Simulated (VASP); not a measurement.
# Be (I4_1/amd) in VASP: a series of runs

Be is run at these levels: PBE; tasks: single point, relaxation of cell and atoms.

All numbers are computed with VASP 6.6.1; they aren't measurements. Logs are shortened: lines on timing, memory, paths and dates and some standing lists are left out, and cuts for length are marked.

### 1 The cell of the first run

Symmetry: I4_1/amd, No. 141, tetragonal system. The conventional cell has a = 4.199 Å, b = 4.199 Å, c = 2.115 Å, α = 90.00°, β = 90.00°, γ = 90.00°. Be (site symmetry -4m2) has 10 Be at 2.12 to 2.63 Å within 2.8 Å.

### 2 Single point, PBE

Contents of INCAR:

```
SYSTEM = Be
ALGO = Normal ; EDIFF = 1E-6
ENCUT = 520 ; GGA = PE
ISIF = 2 ; ISMEAR = 0
LASPH = .TRUE. ; LCHARG = .FALSE.
LREAL = .FALSE. ; LWAVE = .FALSE.
NBANDS = 9 ; NELM = 100
PREC = Accurate ; SIGMA = 0.1
```

Contents of KPOINTS:

```
k-points
0
G
  8 8 8
  0 0 0
```

Contents of POSCAR:

```
Be
1.0
   -2.0994415493      2.0994415493      1.0577376735
    2.0994415493     -2.0994415493      1.0577376735
    2.0994415493      2.0994415493     -1.0577376735
Be
2
Direct
    0.0000000000      0.0000000000      0.0000000000
    0.7500000000      0.2500000000      0.5000000000
```

Potentials or basis: VASP PAW PBE potentials, release 64 (Be).

Launch:

```sh
> cat potpaw_PBE.64/Be/POTCAR > POTCAR
> mpirun -np 1 vasp_std > vasp.out
```

OUTCAR:

```text
SYSTEM = Be
   EDIFF = 1E-6
   ENCUT = 520
   GGA = PE
   ISIF = 2
   ISMEAR = 0
   LASPH = .TRUE.
   LREAL = .FALSE.
   NELM = 100
   PREC = Accurate

 ion  position               nearest neighbor table
   1  0.000  0.000  0.000-   2 2.17   2 2.17   2 2.17   2 2.17
   2  0.750  0.250  0.500-   1 2.17   1 2.17   1 2.17   1 2.17

  LATTYP: Found a body centered tetragonal cell.
 ALAT       =     4.1988830986
 C/A-ratio  =     0.5038185864

  Lattice vectors:

 A1 = (  -2.0994415493,   2.0994415493,   1.0577376735)
 A2 = (   2.0994415493,  -2.0994415493,   1.0577376735)
 A3 = (   2.0994415493,   2.0994415493,  -1.0577376735)

Analysis of symmetry for initial positions (statically):
=====================================================================
 Subroutine PRICEL returns:
 Original cell was already a primitive cell.

 Routine SETGRP: Setting up the symmetry group for a
 body centered tetragonal supercell.

 Subroutine GETGRP returns: Found 16 space group operations
 (whereof  8 operations were pure point group operations)
 out of a pool of 16 trial point group operations.

The static configuration has the point symmetry D_2d.
 The point group associated with its full space group is D_4h.

Analysis of symmetry for dynamics (positions and initial velocities):
=====================================================================
 Subroutine PRICEL returns:
 Original cell was already a primitive cell.

 Routine SETGRP: Setting up the symmetry group for a
 body centered tetragonal supercell.

 Subroutine GETGRP returns: Found 16 space group operations
 (whereof  8 operations were pure point group operations)
 out of a pool of 16 trial point group operations.

The dynamic configuration has the point symmetry D_2d.
 The point group associated with its full space group is D_4h.

 Subroutine INISYM returns: Found 16 space group operations
 (whereof  8 operations are pure point group operations),
 and found     1 'primitive' translations

----------------------------------------------------------------------------------------

                                     Primitive cell

  volume of cell :      18.6486

  direct lattice vectors                    reciprocal lattice vectors
    -2.099441549  2.099441549  1.057737673     0.000000000  0.238158571  0.472706998
     2.099441549 -2.099441549  1.057737673     0.238158571  0.000000000  0.472706998
     2.099441549  2.099441549 -1.057737673     0.238158571  0.238158571  0.000000000

  length of vectors
     3.151843686  3.151843686  3.151843686     0.529312205  0.529312205  0.336807082
[... 82 lines left out ...]
   LREAL  =      F    real-space projection
   EDIFFG = 0.1E-04   stopping-criterion for IOM
   NSW    =      0    number of steps for IOM
   IBRION =     -1    ionic relax: 0-MD 1-quasi-New 2-CG
   NFREE  =      0    steps in history (QN), initial steepest desc. (CG)
   ISIF   =      2    stress and relaxation
   ISYM   =      2    0-nonsym 1-usesym 2-fastsym
   POTIM  = 0.5000    time-step for ionic-motion
   TEBEG  =    0.0;   TEEND  =   0.0 temperature during run
   PSTRESS=    0.0 pullay stress
   NELECT =       4.0000    total number of electrons
   NUPDOWN=      -1.0000    fix difference up-down
   EMIN   =  10.00;   EMAX   =-10.00  energy-range for DOS
   EFERMI =   0.00;   METHOD = LEGACY
   ISMEAR =     0;   SIGMA  =   0.10  broadening in eV -4-tet -1-fermi 0-gaus
   EFERMI_NEDOS =   21; number of points for ismear=-14 and -15
   IALGO  =     38    algorithm
   IMIX   =      4    mixing-type and parameters
     AMIX     =   0.40;   BMIX     =  1.00
     AMIX_MAG =   1.60;   BMIX_MAG =  1.00
  volume/ion in A,a.u.               =       9.32        62.92
  Fermi-wavevector in a.u.,A,eV,Ry     =   0.979970  1.851876 13.066247  0.960342
  Thomas-Fermi vector in A             =   2.110865
   LORBIT       =      0    0 simple, 1 ext, 2 COOP (PROOUT), +10 PAW based schemes
   GGA     = PE    functional components
   LHFCALC =     F    Hartree Fock is set to
   AEXX    =    0.0000 exact exchange contribution
   IVDW    =     0    specifies the selected vdW correction
   LEPSILON=     F    determine dielectric tensor
   LRPA    =     F    only Hartree local field effects (RPA)
 non-spin polarized calculation
 Gauss-broadening in eV      SIGMA  =   0.10
  energy-cutoff  :      520.00
  volume of cell :       18.65
 maximum number of plane-waves:       510
   NGX = 11   NGY = 11   NGZ = 11

 number of electron       4.0000000 magnetization

 Free energy of the ion-electron system (eV)
  ---------------------------------------------------
  ext. energy  EPLUGINS =         0.00000000
  ---------------------------------------------------
  free energy    TOTEN  =        -6.10020371 eV

  energy without entropy =       -6.09853979  energy(sigma->0) =       -6.09937175

 E-fermi :   5.5298     XC(G=0): -10.0639

 val. band max:        5.5072757327   @ k =   0.2500   0.2500   0.0000
 cond. band min:       5.5813074036   @ k =  -0.1250   0.5000   0.1250
 fundamental gap:      0.0740316709
 Fermi energy:         5.5297883390

 k-point     1 :       0.0000    0.0000    0.0000
  band No.  band energies     occupation
      1      -4.7041      2.00000
      2       6.3895      0.00000
      3       6.3895      0.00000
      4      12.4276      0.00000
      5      13.6203      0.00000
      6      19.9407      0.00000
      7      19.9407      0.00000
      8      23.6687      0.00000
      9      23.8396      0.00000
[... 265 lines left out ...]
 k-point    24 :       0.3750    0.1250    0.1250
  band No.  band energies     occupation
      1       2.4356      2.00000
      2       4.6455      2.00000
      3       7.3581      0.00000
      4       8.1248      0.00000
      5      13.8442      0.00000
      6      15.2885      0.00000
      7      18.7723      0.00000
      8      19.2446      0.00000
      9      21.6080      0.00000

 [... further k-points ...]
[... 5 lines left out ...]
  --------------------------------------------------------------------------------------
  -------------------------------------------------------------------------------------
  Total        0.0523622      0.0523622      0.0194577      0.0000000      0.0000000      0.0000000
  in kB        4.4986568      4.4986568      1.6716944      0.0000000      0.0000000      0.0000000
  external PRESSURE =       3.5563360 kB  Pullay stress =       0.0000000 kB

 VOLUME and BASIS-vectors are now :
 -----------------------------------------------------------------------------
  energy-cutoff  :      520.00
  volume of cell :       18.65
      direct lattice vectors                 reciprocal lattice vectors
    -2.099441549  2.099441549  1.057737673     0.000000000  0.238158571  0.472706998
     2.099441549 -2.099441549  1.057737673     0.238158571  0.000000000  0.472706998
     2.099441549  2.099441549 -1.057737673     0.238158571  0.238158571  0.000000000

 POSITION                                       TOTAL-FORCE (eV/Angst)
 -----------------------------------------------------------------------------------
      0.00000      0.00000      0.00000         0.000000     -0.000000      0.000000
      0.00000      2.09944      0.52887        -0.000000      0.000000     -0.000000
 -----------------------------------------------------------------------------------
    total drift:                                0.000000      0.000000      0.000000

  FREE ENERGIE OF THE ION-ELECTRON SYSTEM (eV)
  ---------------------------------------------------
  free  energy   TOTEN  =        -6.1002037148 eV

  energy  without entropy=       -6.0985397923  energy(sigma->0) =       -6.09937175
```

OSZICAR:

```text
N       E                     dE             d eps       ncg     rms          rms(c)
DAV:   1    -0.142133178279E+01   -0.14213E+01   -0.18638E+03  1086   0.361E+02
DAV:   2    -0.608462890476E+01   -0.46633E+01   -0.45145E+01  1577   0.513E+01
DAV:   3    -0.614744008739E+01   -0.62811E-01   -0.62678E-01  1236   0.416E+00
DAV:   4    -0.614753085666E+01   -0.90769E-04   -0.90763E-04  1364   0.179E-01
DAV:   5    -0.614753090450E+01   -0.47842E-07   -0.48266E-07  1216   0.360E-03    0.107E+00
DAV:   6    -0.611433821952E+01    0.33193E-01   -0.47482E-03  1235   0.585E-01    0.648E-01
DAV:   7    -0.610021317587E+01    0.14125E-01   -0.60523E-03  1323   0.621E-01    0.302E-02
DAV:   8    -0.610020445731E+01    0.87186E-05   -0.25961E-05  1151   0.363E-02    0.774E-03
DAV:   9    -0.610020371479E+01    0.74253E-06   -0.20228E-06  1317   0.105E-02
   1 F= -.61002037E+01 E0= -.60993718E+01  d E =-.166392E-02
```

It took 8.5 s on 1 thread of Intel Xeon Platinum 8259CL at 2.50GHz (Skylake/Cascade Lake), shared host; peak memory 0.13 GiB.

What came out:

- Free energy: -6.1002 eV
- Pressure: 0.4 GPa
- Band gap on the k mesh: zero (band 2 reaches 8.87 eV, above the bottom of band 3 at 3.91 eV)

Caveat: the k points lie up to 0.42 Å⁻¹ apart.

### 3 Single point, PBE

This run uses another cell than the first one, of 8.15 Å³/atom, 0.874 times its volume.

Contents of INCAR:

```
PREC = Accurate
ENCUT = 520
EDIFF = 1E-6
ISMEAR = 0
SIGMA = 0.1
LREAL = False
LASPH = True
NELM = 100
ALGO = Fast
ISIF = 2
LWAVE = False
LCHARG = False
GGA = PE
NBANDS = 9
```

Contents of KPOINTS:

```
Automatic mesh
0
Gamma
  10 10 10
```

Contents of POSCAR:

```
Be
1.0
   -1.9547199018      1.9547199018      1.0663357895
    1.9547199018     -1.9547199018      1.0663357895
    1.9547199018      1.9547199018     -1.0663357895
Be
2
Direct
    0.0000000000      0.0000000000      0.0000000000
    0.7500000000      0.2500000000      0.5000000000
```

Potentials or basis: VASP PAW PBE potentials, release 64 (Be).

Launch:

```sh
> cat potpaw_PBE.64/Be/POTCAR > POTCAR
> mpirun -np 1 vasp_std > vasp.out
```

OUTCAR:

```text
PREC = Accurate
   ENCUT = 520
   EDIFF = 1E-6
   ISMEAR = 0
   LREAL = False
   LASPH = True
   NELM = 100
   ISIF = 2
   GGA = PE

 ion  position               nearest neighbor table
   1  0.000  0.000  0.000-   2 2.03   2 2.03   2 2.03   2 2.03
   2  0.750  0.250  0.500-   1 2.03   1 2.03   1 2.03   1 2.03

  LATTYP: Found a body centered tetragonal cell.
 ALAT       =     3.9094398036
 C/A-ratio  =     0.5455184595

  Lattice vectors:

 A1 = (  -1.9547199018,   1.9547199018,   1.0663357895)
 A2 = (   1.9547199018,  -1.9547199018,   1.0663357895)
 A3 = (   1.9547199018,   1.9547199018,  -1.0663357895)

Analysis of symmetry for initial positions (statically):
=====================================================================
 Subroutine PRICEL returns:
 Original cell was already a primitive cell.

 Routine SETGRP: Setting up the symmetry group for a
 body centered tetragonal supercell.

 Subroutine GETGRP returns: Found 16 space group operations
 (whereof  8 operations were pure point group operations)
 out of a pool of 16 trial point group operations.

The static configuration has the point symmetry D_2d.
 The point group associated with its full space group is D_4h.

[... 166 lines left out ...]
 cond. band min:       6.9925158095   @ k =  -0.4000  -0.4000   0.3000
 fundamental gap:      0.0355297253
 Fermi energy:         6.9581922089

 k-point     1 :       0.0000    0.0000    0.0000
  band No.  band energies     occupation
      1      -4.3871      2.00000
      2       8.1881      0.00000
      3       8.1881      0.00000
      4      14.4956      0.00000
      5      17.2719      0.00000
      6      23.7464      0.00000
      7      23.7464      0.00000
      8      24.5666      0.00000
      9      24.7023      0.00000
[... 265 lines left out ...]
 k-point    24 :       0.4000    0.3000    0.0000
  band No.  band energies     occupation
      1       1.1040      2.00000
      2       2.6014      2.00000
      3      10.4236      0.00000
      4      11.1859      0.00000
      5      13.4457      0.00000
      6      18.8135      0.00000
      7      21.7682      0.00000
      8      24.3115      0.00000
      9      27.8386      0.00000

 [... further k-points ...]
[... 5 lines left out ...]
  --------------------------------------------------------------------------------------
  -------------------------------------------------------------------------------------
  Total        2.0728739      2.0728739     -0.0786816      0.0000000     -0.0000000      0.0000000
  in kB      203.7794617    203.7794617     -7.7350049      0.0000000     -0.0000000      0.0000000
  external PRESSURE =     133.2746395 kB  Pullay stress =       0.0000000 kB

 VOLUME and BASIS-vectors are now :
 -----------------------------------------------------------------------------
  energy-cutoff  :      520.00
  volume of cell :       16.30
      direct lattice vectors                 reciprocal lattice vectors
    -1.954719902  1.954719902  1.066335790     0.000000000  0.255791124  0.468895450
     1.954719902 -1.954719902  1.066335790     0.255791124  0.000000000  0.468895450
     1.954719902  1.954719902 -1.066335790     0.255791124  0.255791124  0.000000000

 POSITION                                       TOTAL-FORCE (eV/Angst)
 -----------------------------------------------------------------------------------
      0.00000      0.00000      0.00000         0.000000      0.000000      0.000000
     -0.00000      1.95472      0.53317        -0.000000     -0.000000     -0.000000
 -----------------------------------------------------------------------------------
    total drift:                                0.000000      0.000000      0.000000

  FREE ENERGIE OF THE ION-ELECTRON SYSTEM (eV)
  ---------------------------------------------------
  free  energy   TOTEN  =        -5.9387695126 eV

  energy  without entropy=       -5.9362841503  energy(sigma->0) =       -5.93752683
```

It took 12 s on 1 thread of Intel Xeon Platinum 8259CL at 2.50GHz (Skylake/Cascade Lake), shared host; peak memory 0.13 GiB.

What came out:

```
Free energy            : -5.9388 eV
Pressure               : 13.3 GPa
Band gap on the k mesh : zero (band 2 reaches 10.77 eV, above the bottom of band 3 at 5.85 eV)
```

(Continued in part 2 of 2.)
